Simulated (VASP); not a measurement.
**Sn: electric field gradients with LDA**

Sn:

```
CELL_PARAMETERS angstrom
-2.91585 2.91585 1.62246
2.91585 -2.91585 1.62246
2.91585 2.91585 -1.62246
ATOMIC_POSITIONS crystal
Sn 0.00000 0.00000 0.00000
Sn 0.75000 0.25000 0.50000
```

This cell differs from its parent crystal: zz strain of +2 %.

* Program: VASP 6.6.1
* Task: electric field gradients
* Functional: LDA
* Potentials or basis: VASP PAW LDA potentials, release 64 (Sn_d)
* Cutoff: 520 eV
* k mesh: 15 × 15 × 15
* Occupations: fermi-dirac, width 0.05 eV
* Spin: no spin polarisation
* Dipole correction: no
* Further INCAR settings: ALGO = Normal; EDIFF = 1e-08; NBANDS = 21

```json
{"Pressure": "-2.7 GPa", "Band gap on the k mesh": "zero (band 14 reaches 9.01 eV, above the bottom of band 15 at 4.73 eV)"}
```

Stress tensor (GPa, compression positive):
```
-2.19  0.00  0.00
 0.00 -2.19  0.00
 0.00  0.00 -3.76
```

Levels at points of the mesh, in eV from the Fermi level:
```
           k point  band 12  band 13  band 14  band 15  band 16  band 17
(0.00, 0.00, 0.00)    -3.55    -1.83    -1.83     3.19     6.26     6.26
```

Electric field gradients, principal values (V/Å²):
```csv
atom,least,middle,greatest (by size)
1 Sn,-26.353,-26.355,52.708
2 Sn,-26.353,-26.355,52.708
```

It took 4.3 min on 1 thread of Oxide Virtual Turin-like Processor, with other jobs on the host, peak memory 0.34 GiB.

Caveat: the cell differs from its parent crystal (zz strain of +2 %); without QUAD_EFG the Cq values of the log hold for a quadrupole moment of 1 mb, not for the nuclei; spin-orbit coupling is left out, which moves the levels of the heavy elements.
